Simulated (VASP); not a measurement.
A run of VASP 6.6.1 is set up as follows.

File INCAR:

```
ALGO = Normal ; EDIFF = 1E-6
EDIFFG = -0.04 ; ENCUT = 600
GGA = PE ; IBRION = 2
ISIF = 3 ; ISMEAR = 0
LASPH = True ; LCHARG = False
LREAL = False ; LWAVE = False
NELM = 80 ; NSW = 90
PREC = Accurate ; SIGMA = 0.1
```

Contents of KPOINTS:

```
k-points
0
Gamma
  10 10 10
```

POSCAR

```
BN
1.0
   -1.2304489100      1.2304489100      4.2623999400
    1.2304489100     -1.2304489100      4.2623999400
    1.2304489100      1.2304489100     -4.2623999400
B N
2 2
Direct
    0.8333333400      0.8333333400      0.0000000000
    0.5833333400      0.0833333400      0.5000000000
    0.6666666600      0.6666666600      0.0000000000
    0.4166666600      0.9166666600      0.5000000000
```

Potentials or basis: VASP PAW PBE potentials, release 64 (B, N).

Run with:

```console
$ cat potpaw_PBE.64/B/POTCAR potpaw_PBE.64/N/POTCAR > POTCAR
$ mpirun -np 1 vasp_std > vasp.out
```

(1) Predict the band gap on the k mesh.

(2) Estimate the space group after relaxing (to 0.1 Å).

Results:

(1) zero (bands 8 and 9 overlap by 0.43 eV).

(2) I4_1md (No. 109).

Caveat: semilocal functionals underestimate gaps, so a narrow gap can read as zero.
